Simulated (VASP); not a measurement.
Ga2O3, 10 atoms in the cell. The structure is trigonal, space group R-3c (No. 167). Conventional cell: a = 5.058 Å, b = 5.058 Å, c = 13.623 Å, α = 90.00°, β = 90.00°, γ = 120.00°. Within 2.6 Å of Ga (site symmetry 3) lie 6 O at 1.95 to 2.10 Å. O (site symmetry 2) has 4 Ga at 1.95 to 2.10 Å and 8 O at 2.66 to 2.88 Å within 2.9 Å. 

```yaml
Program: VASP 6.6.1
Task: relaxation of cell and atoms
Functional: LDA
Potentials_or_basis: VASP PAW LDA potentials, release 64 (Ga_d, O)
Cutoff: 600 eV
k_mesh: 6 × 6 × 6
Occupations: fermi-dirac, width 0.02 eV
Spin: no spin polarisation
Dipole_correction: no
Further_INCAR_settings: ALGO = Normal; EDIFF = 1e-07; IBRION = 2; EDIFFG = -0.005; NSW = 80; ISIF = 3
```

Potentials or basis: VASP PAW LDA potentials, release 64 (Ga_d, O).

Launch:

```bash
$ cat potpaw_LDA.64/Ga_d/POTCAR potpaw_LDA.64/O/POTCAR > POTCAR
$ mpirun -np 1 vasp_std > vasp.out
```

Hardware: 1 thread of Oxide Virtual Turin-like Processor, with other jobs on the host.

**Question.** How long does it take, and how much memory?

**Answer.** Wall time 41 min on 1 thread of Oxide Virtual Turin-like Processor (shared host), peak memory 0.32 GiB. Counts: scf iterations 75, k points 32, ion steps 9.
